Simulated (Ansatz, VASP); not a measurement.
**Ti in VASP and in Ansatz**

```
Ti
1.0
    -0.86831    1.73662    1.73662
     1.73662   -0.86831    1.73662
     1.73662    1.73662   -0.86831
Ti
1
Direct
  0.00000 0.00000 0.00000
```

Alike in both runs: task single point; functional PBEsol; k mesh 22 × 22 × 22; occupations gaussian, width 0.15 eV; no spin polarisation.

```csv
,VASP,Ansatz
version,VASP 6.6.1,Ansatz 0.2.0
potentials or method,"VASP PAW PBE potentials, release 64 (Ti_sv), cutoff 520 eV","scalar-relativistic, plane waves, PAW"
valence electrons in the cell,12,12
```

VASP gave:

```
gap on the k mesh at the Fermi level (eV) : none
pressure (GPa)                            : -1.1
```

Task: Which values does Ansatz return?

Result: gap on the k mesh at the Fermi level (eV): none; pressure (GPa): -0.9.

VASP's potentials were made for PBE, not for PBEsol. A gap of «none» marks a metal or a gap that the smearing closes.
